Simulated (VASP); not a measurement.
Input of a VASP 6.6.1 run:

Contents of POSCAR:

```
Er
1.0
   -2.0403467533      2.0403467533      2.0403467533
    2.0403467533     -2.0403467533      2.0403467533
    2.0403467533      2.0403467533     -2.0403467533
Er
1
Direct
    0.0000000000      0.0000000000      0.0000000000
```

Contents of INCAR.step1:

```
  PREC = Accurate
  ENCUT = 520
  ISMEAR = 0
  SIGMA = 0.05
  LREAL = F
  LASPH = T
  NELM = 150
  ISPIN = 2
  MAGMOM = 3
  LMAXMIX = 6
  NBANDS = 21
  GGA = PE
  ALGO = Normal
  EDIFF = 1E-4
  LWAVE = T
  LCHARG = F
```

INCAR.step2

```
  PREC = Accurate
  ENCUT = 520
  EDIFF = 1E-6
  ISMEAR = 0
  SIGMA = 0.05
  LREAL = F
  LASPH = T
  NELM = 150
  ALGO = Normal
  ISIF = 2
  LWAVE = F
  LCHARG = F
  ISPIN = 2
  MAGMOM = 3
  LORBIT = 11
  LMAXMIX = 6
  METAGGA = R2SCAN
  LMIXTAU = T
  NBANDS = 21
  ISTART = 1
```

File KPOINTS:

```
regular mesh
0
Gamma
  14 14 14
```

Potentials or basis: VASP PAW PBE potentials, release 64 (Er).

The run is started by

```bash
$ cat potpaw_PBE.64/Er/POTCAR > POTCAR
$ cp INCAR.step1 INCAR
$ mpirun -np 1 vasp_std > vasp.out
$ cp INCAR.step2 INCAR
$ mpirun -np 1 vasp_std > vasp.out
```

(1) Predict the pressure.

(2) What does it give for the site moments?

(3) Predict the net moment.

Answers

(1) -0.3 GPa.

(2) Er +2.60 μB.

(3) 2.81 μB per cell.

Caveat: the magnetic or orbital state may not be the lowest; the PAW data sets were made with another functional, which shifts forces and pressure a little.
